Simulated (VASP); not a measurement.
# Ru (Pm-3m) in VASP: single point with LDA

Aim: the single point of Ru with LDA.

All numbers are computed with VASP 6.6.1; they aren't measurements. Logs are shortened: lines on timing, memory, paths and dates and some standing lists are left out, and cuts for length are marked.

## (1) The cell of the first run

The structure is cubic, space group Pm-3m (No. 221). Conventional cell: a = 2.423 Å, b = 2.423 Å, c = 2.423 Å, α = 90.00°, β = 90.00°, γ = 90.00°. Ru (site symmetry m-3m) has 6 Ru at 2.42 Å within 3.2 Å.

This isn't the form of Ru at room conditions, which is hcp.

## (2) Single point, LDA (14.22 Å³/atom)

INCAR

```
PREC     = Accurate       # precision mode
ENCUT    = 560            # plane-wave cutoff, eV
EDIFF    = 1E-6           # SCF threshold, eV
ISMEAR   = -1             # smearing method
SIGMA    = 0.1            # smearing width, eV
LREAL    = F              # projectors in reciprocal space
LASPH    = T              # aspherical terms in the spheres
NELM     = 120            # most SCF steps
ALGO     = Normal         # electronic algorithm
ISIF     = 2              # what is computed and relaxed
LWAVE    = F              # write WAVECAR
LCHARG   = F              # write CHGCAR
NBANDS   = 14             # bands
GGA_COMPAT= F
```

KPOINTS

```
Automatic mesh
0
Gamma
  17 17 17
```

POSCAR

```
Ru
1.0
    2.4225397869      0.0000000000      0.0000000000
    0.0000000000      2.4225397869      0.0000000000
    0.0000000000      0.0000000000      2.4225397869
Ru
1
Direct
    0.0000000000      0.0000000000      0.0000000000
```

Potentials or basis: VASP PAW LDA potentials, release 64 (Ru_sv).

Run with:

```bash
$ cat potpaw_LDA.64/Ru_sv/POTCAR > POTCAR
$ mpirun -np 1 vasp_std > vasp.out
```

OUTCAR:

```text
PREC = Accurate
   ENCUT = 560
   EDIFF = 1E-6
   ISMEAR = -1
   LREAL = F
   LASPH = T
   NELM = 120
   ISIF = 2

 ion  position               nearest neighbor table
   1  0.000  0.000  0.000-

  LATTYP: Found a simple cubic cell.
 ALAT       =     2.4225397869

  Lattice vectors:

 A1 = (   2.4225397869,   0.0000000000,   0.0000000000)
 A2 = (   0.0000000000,   2.4225397869,   0.0000000000)
 A3 = (   0.0000000000,   0.0000000000,   2.4225397869)

Analysis of symmetry for initial positions (statically):
=====================================================================
 Subroutine PRICEL returns:
 Original cell was already a primitive cell.

 Routine SETGRP: Setting up the symmetry group for a
 simple cubic supercell.

 Subroutine GETGRP returns: Found 48 space group operations
 (whereof 48 operations were pure point group operations)
 out of a pool of 48 trial point group operations.

The static configuration has the point symmetry O_h .

Analysis of symmetry for dynamics (positions and initial velocities):
=====================================================================
 Subroutine PRICEL returns:
 Original cell was already a primitive cell.

 Routine SETGRP: Setting up the symmetry group for a
 simple cubic supercell.

 Subroutine GETGRP returns: Found 48 space group operations
 (whereof 48 operations were pure point group operations)
 out of a pool of 48 trial point group operations.

The dynamic configuration has the point symmetry O_h .

 Subroutine INISYM returns: Found 48 space group operations
 (whereof 48 operations are pure point group operations),
 and found     1 'primitive' translations

----------------------------------------------------------------------------------------

                                     Primitive cell

  volume of cell :      14.2172

  direct lattice vectors                    reciprocal lattice vectors
     2.422539787  0.000000000  0.000000000     0.412789918  0.000000000  0.000000000
     0.000000000  2.422539787  0.000000000     0.000000000  0.412789918  0.000000000
     0.000000000  0.000000000  2.422539787     0.000000000  0.000000000  0.412789918

  length of vectors
     2.422539787  2.422539787  2.422539787     0.412789918  0.412789918  0.412789918

  position of ions in fractional coordinates (direct lattice)
     0.000000000  0.000000000  0.000000000

  ion indices of the primitive-cell ions
   primitive index   ion index
                 1           1

----------------------------------------------------------------------------------------

 KPOINTS: Automatic mesh

Automatic generation of k-mesh.
 Grid dimensions read from file:
 generate k-points for:   17   17   17

 Generating k-lattice:

  Cartesian coordinates                     Fractional coordinates (reciprocal lattice)
     0.024281760  0.000000000  0.000000000     0.058823529  0.000000000  0.000000000
     0.000000000  0.024281760  0.000000000     0.000000000  0.058823529  0.000000000
     0.000000000  0.000000000  0.024281760     0.000000000  0.000000000  0.058823529

  Length of vectors
     0.024281760  0.024281760  0.024281760

  Shift w.r.t. Gamma in fractional coordinates (k-lattice)
     0.000000000  0.000000000  0.000000000

 Subroutine IBZKPT returns following result:
 ===========================================

 Found    165 irreducible k-points:

 Following reciprocal coordinates:
            Coordinates               Weight
  0.000000  0.000000  0.000000      1.000000
  0.058824  0.000000  0.000000      6.000000
  0.117647  0.000000  0.000000      6.000000
  0.176471  0.000000  0.000000      6.000000
  0.235294  0.000000  0.000000      6.000000
  0.294118  0.000000  0.000000      6.000000
[... 16 lines left out ...]
  0.411765  0.117647  0.000000     24.000000
  0.470588  0.117647  0.000000     24.000000
 [... further k-points ...]
   k-points           NKPTS =    165   k-points in BZ     NKDIM =    165   number of bands    NBANDS=     14
   number of dos      NEDOS =    301   number of ions     NIONS =      1
   total plane-waves  NPLWV =   8000
   dimension x,y,z NGX =    20 NGY =   20 NGZ =   20
   dimension x,y,z NGXF=    40 NGYF=   40 NGZF=   40
   ions per type =               1
   NGX,Y,Z   is equivalent  to a cutoff of  13.72, 13.72, 13.72 a.u.
   NGXF,Y,Z  is equivalent  to a cutoff of  27.45, 27.45, 27.45 a.u.
 SYSTEM =  unknown system
   PREC   = accura    normal or accurate (medium, high low for compatibility)
   ISTART =      0    job   : 0-new  1-cont  2-samecut
   ICHARG =      2    charge: 1-file 2-atom 10-const
   ISPIN  =      1    spin polarized calculation?
   LNONCOLLINEAR =      F non collinear calculations
   LSORBIT =      F    spin-orbit coupling
   LASPH  =      T    aspherical Exc in radial PAW
   ENCUT  =  560.0 eV  41.16 Ry    6.42 a.u.   4.67  4.67  4.67*2*pi/ulx,y,z
   NELM   =    120;   NELMIN=  2; NELMDL= -5     # of ELM steps
   EDIFF  = 0.1E-05   stopping-criterion for ELM
   LREAL  =      F    real-space projection
   EDIFFG = 0.1E-04   stopping-criterion for IOM
   NSW    =      0    number of steps for IOM
   IBRION =     -1    ionic relax: 0-MD 1-quasi-New 2-CG
   NFREE  =      0    steps in history (QN), initial steepest desc. (CG)
   ISIF   =      2    stress and relaxation
   ISYM   =      2    0-nonsym 1-usesym 2-fastsym
   POTIM  = 0.5000    time-step for ionic-motion
   TEBEG  =    0.0;   TEEND  =   0.0 temperature during run
   PSTRESS=    0.0 pullay stress
   NELECT =      16.0000    total number of electrons
   NUPDOWN=      -1.0000    fix difference up-down
   EMIN   =  10.00;   EMAX   =-10.00  energy-range for DOS
   EFERMI =   0.00;   METHOD = LEGACY
   ISMEAR =    -1;   SIGMA  =   0.10  broadening in eV -4-tet -1-fermi 0-gaus
   EFERMI_NEDOS =   21; number of points for ismear=-14 and -15
   IALGO  =     38    algorithm
   IMIX   =      4    mixing-type and parameters
     AMIX     =   0.40;   BMIX     =  1.00
     AMIX_MAG =   1.60;   BMIX_MAG =  1.00
  volume/ion in A,a.u.               =      14.22        95.94
  Fermi-wavevector in a.u.,A,eV,Ry     =   1.702853  3.217926 39.452942  2.899709
  Thomas-Fermi vector in A             =   2.782547
   LORBIT       =      0    0 simple, 1 ext, 2 COOP (PROOUT), +10 PAW based schemes
   GGA     = CA    functional components
   LHFCALC =     F    Hartree Fock is set to
   AEXX    =    0.0000 exact exchange contribution
   IVDW    =     0    specifies the selected vdW correction
   LEPSILON=     F    determine dielectric tensor
   LRPA    =     F    only Hartree local field effects (RPA)
 non-spin polarized calculation
  energy-cutoff  :      560.00
  volume of cell :       14.22
 maximum number of plane-waves:       449
 NGX is ok and might be reduce to    20
   NGX =  9   NGY =  9   NGZ =  9

 number of electron      15.9999997 magnetization

 Free energy of the ion-electron system (eV)
  ---------------------------------------------------
  ext. energy  EPLUGINS =         0.00000000
  ---------------------------------------------------
  free energy    TOTEN  =        -9.46319915 eV

  energy without entropy =       -9.41943143  energy(sigma->0) =       -9.44131529

 E-fermi :  14.3234     XC(G=0): -14.0645

 val. band max:       14.3224888144   @ k =   0.3529   0.2941   0.1176
 cond. band min:      14.3267296955   @ k =   0.2941   0.1176   0.0588
 fundamental gap:      0.0042408810
 Fermi energy:        14.3233703636

 k-point     1 :       0.0000    0.0000    0.0000
  band No.  band energies     occupation
      1     -58.5238      2.00000
      2     -27.9378      2.00000
      3     -27.9378      2.00000
      4     -27.9378      2.00000
      5       6.5113      2.00000
      6       8.1313      2.00000
      7       8.1313      2.00000
      8      16.2572      0.00000
      9      16.2572      0.00000
     10      16.2572      0.00000
     11      31.6312      0.00000
     12      31.6312      0.00000
     13      31.6312      0.00000
     14      40.0910      0.00000

 k-point     2 :       0.0588    0.0000    0.0000
  band No.  band energies     occupation
      1     -58.5171      2.00000
      2     -27.9911      2.00000
      3     -27.9334      2.00000
      4     -27.9334      2.00000
      5       6.6289      2.00000
      6       8.1583      2.00000
      7       8.2602      2.00000
      8      16.1203      0.00000
      9      16.1203      0.00000
     10      16.2673      0.00000
     11      30.9599      0.00000
     12      31.8539      0.00000
     13      31.8539      0.00000
     14      39.1608      0.00000

 k-point     3 :       0.1176    0.0000    0.0000
  band No.  band energies     occupation
      1     -58.4978      2.00000
      2     -28.1419      2.00000
      3     -27.9204      2.00000
      4     -27.9204      2.00000
      5       6.9432      2.00000
      6       8.2365      2.00000
      7       8.6656      2.00000
      8      15.7462      0.00000
      9      15.7462      0.00000
     10      16.2968      0.00000
     11      29.4556      0.00000
     12      32.4787      0.00000
     13      32.4787      0.00000
     14      37.3825      0.00000
[... 324 lines left out ...]
 k-point    23 :       0.4118    0.1176    0.0000
  band No.  band energies     occupation
      1     -58.3112      2.00000
      2     -29.2833      2.00000
      3     -28.0074      2.00000
      4     -27.7965      2.00000
      5       9.1288      2.00000
      6       9.7890      2.00000
      7      11.4596      2.00000
      8      13.3898      1.99982
      9      15.1389      0.00057
     10      16.0995      0.00000
     11      23.1649      0.00000
     12      31.5008      0.00000
     13      34.7670      0.00000
     14      37.7909      0.00000

 k-point    24 :       0.4706    0.1176    0.0000
  band No.  band energies     occupation
      1     -58.2976      2.00000
      2     -29.3751      2.00000
      3     -27.9976      2.00000
      4     -27.7875      2.00000
      5       9.2289      2.00000
      6      10.0294      2.00000
      7      11.2705      2.00000
      8      13.2231      1.99997
      9      15.6751      0.00000
     10      16.1244      0.00000
     11      22.7093      0.00000
     12      31.2261      0.00000
     13      35.2260      0.00000
     14      36.7325      0.00000

 [... further k-points ...]

------------------------ aborting loop because EDIFF is reached ----------------------------------------

  FORCE on cell =-STRESS in cart. coord.  units (eV):
  Direction    XX          YY          ZZ          XY          YZ          ZX
  --------------------------------------------------------------------------------------
  -------------------------------------------------------------------------------------
  Total        1.3864744      1.3864744      1.3864744      0.0000000     -0.0000000      0.0000000
  in kB      156.2462805    156.2462805    156.2462805      0.0000000     -0.0000000      0.0000000
  external PRESSURE =     156.2462805 kB  Pullay stress =       0.0000000 kB

 VOLUME and BASIS-vectors are now :
 -----------------------------------------------------------------------------
  energy-cutoff  :      560.00
  volume of cell :       14.22
      direct lattice vectors                 reciprocal lattice vectors
     2.422539787  0.000000000  0.000000000     0.412789918  0.000000000  0.000000000
     0.000000000  2.422539787  0.000000000     0.000000000  0.412789918  0.000000000
     0.000000000  0.000000000  2.422539787     0.000000000  0.000000000  0.412789918

 POSITION                                       TOTAL-FORCE (eV/Angst)
 -----------------------------------------------------------------------------------
      0.00000      0.00000      0.00000         0.000000      0.000000      0.000000
 -----------------------------------------------------------------------------------
    total drift:                               -0.000000      0.000000      0.000000

  FREE ENERGIE OF THE ION-ELECTRON SYSTEM (eV)
  ---------------------------------------------------
  free  energy   TOTEN  =        -9.4631991504 eV

  energy  without entropy=       -9.4194314325  energy(sigma->0) =       -9.44131529
```

Run time: 17 s. Hardware: 1 thread of Intel Xeon Platinum 8259CL at 2.50GHz (Skylake/Cascade Lake), shared host; peak memory 0.14 GiB.

Results:

```
Free energy            : -9.4632 eV
Pressure               : 15.6 GPa
Band gap on the k mesh : zero (bands 8 and 9 overlap by 5.42 eV)
```

Caveat: the cell stands under pressure.
